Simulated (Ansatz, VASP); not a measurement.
## Two plane-wave programs on Hf6Al2O15

INCAR

```
PREC = Accurate ; ENCUT = 520
EDIFF = 1E-6 ; ISMEAR = 0
SIGMA = 0.1 ; LREAL = Auto
LASPH = T ; NELM = 60
ALGO = Normal ; ISIF = 2
LWAVE = F ; LCHARG = F
GGA = PE ; NBANDS = 95
```

File KPOINTS:

```
Automatic mesh
0
Gamma
  2 4 4
```

File POSCAR:

```
Hf6Al2O15
1.0
   10.0643184400      0.0000000000      0.0000000000
    0.0000000000      5.0321592200      0.0000000000
    0.0000000000      0.0000000000      5.0321592200
Al Hf O
2 6 15
Direct
    0.0000000000      0.0000000000      0.0000000000
    0.0000000000      0.5000000000      0.5000000000
    0.5000000000      0.0000000000      0.0000000000
    0.5000000000      0.5000000000      0.5000000000
    0.2500000000      0.0000000000      0.5000000000
    0.7500000000      0.0000000000      0.5000000000
    0.2500000000      0.5000000000      0.0000000000
    0.7500000000      0.5000000000      0.0000000000
    0.6250000000      0.2500000000      0.7500000000
    0.1250000000      0.7500000000      0.7500000000
    0.6250000000      0.7500000000      0.7500000000
    0.1250000000      0.7500000000      0.2500000000
    0.6250000000      0.7500000000      0.2500000000
    0.1250000000      0.2500000000      0.2500000000
    0.6250000000      0.2500000000      0.2500000000
    0.3750000000      0.2500000000      0.2500000000
    0.8750000000      0.2500000000      0.2500000000
    0.3750000000      0.7500000000      0.2500000000
    0.8750000000      0.7500000000      0.2500000000
    0.3750000000      0.7500000000      0.7500000000
    0.8750000000      0.7500000000      0.7500000000
    0.3750000000      0.2500000000      0.7500000000
    0.8750000000      0.2500000000      0.7500000000
```

Input for Ansatz:

```yaml
crystal:
  lattice:
    - [10.06431844, 0.0, 0.0]
    - [0.0, 5.03215922, 0.0]
    - [0.0, 0.0, 5.03215922]
  atoms:
    - { symbol: Al, position: [0.0, 0.0, 0.0] }
    - { symbol: Hf, position: [0.5, 0.0, 0.0] }
    - { symbol: O, position: [0.625, 0.25, 0.75] }
    - { symbol: O, position: [0.125, 0.75, 0.75] }
    - { symbol: O, position: [0.625, 0.75, 0.75] }
    - { symbol: Al, position: [0.0, 0.5, 0.5] }
    - { symbol: Hf, position: [0.5, 0.5, 0.5] }
    - { symbol: O, position: [0.125, 0.75, 0.25] }
    - { symbol: O, position: [0.625, 0.75, 0.25] }
    - { symbol: O, position: [0.125, 0.25, 0.25] }
    - { symbol: O, position: [0.625, 0.25, 0.25] }
    - { symbol: Hf, position: [0.25, 0.0, 0.5] }
    - { symbol: Hf, position: [0.75, 0.0, 0.5] }
    - { symbol: O, position: [0.375, 0.25, 0.25] }
    - { symbol: O, position: [0.875, 0.25, 0.25] }
    - { symbol: O, position: [0.375, 0.75, 0.25] }
    - { symbol: O, position: [0.875, 0.75, 0.25] }
    - { symbol: Hf, position: [0.25, 0.5, 0.0] }
    - { symbol: Hf, position: [0.75, 0.5, 0.0] }
    - { symbol: O, position: [0.375, 0.75, 0.75] }
    - { symbol: O, position: [0.875, 0.75, 0.75] }
    - { symbol: O, position: [0.375, 0.25, 0.75] }
    - { symbol: O, position: [0.875, 0.25, 0.75] }
basis:
  ecutwfc: 420
kpoints:
  mp_grid: { grid: [2, 4, 4] }
hamiltonian:
  xc: pbe
  pseudopotentials: { kind: paw, azcp: { folder: soft_1 } }
scf:
  occupations: { method: gaussian, width: 0.1 }
output:
  forces: true
  stress: true
  eigenvalues: true
```

Alike in both runs: task single point; functional PBE; k mesh 2 × 4 × 4; occupations gaussian, width 0.1 eV; no spin polarisation.

|  | VASP | Ansatz |
| --- | --- | --- |
| version | VASP 6.6.1 | Ansatz 0.2.0 |
| potentials or method | VASP PAW PBE potentials, release 64 (Al, Hf_pv, O), cutoff 520 eV | scalar-relativistic, plane waves, PAW |
| valence electrons in the cell | 156 | 252 |

VASP gave:

```
gap on the k mesh at the Fermi level (eV) : none
pressure (GPa)                            : -3.2
rms of the force components (eV/Å)        : 1.133
```

Q: Which values does Ansatz return?

A: gap on the k mesh at the Fermi level (eV): none; pressure (GPa): -0.4; rms of the force components (eV/Å): 1.141.

A gap of «none» marks a metal or a gap that the smearing closes. VASP's potentials hold 156 valence electrons a cell and Ansatz's 252, so a difference there can come from the potentials and not from the codes.

Spin-orbit coupling is off throughout.
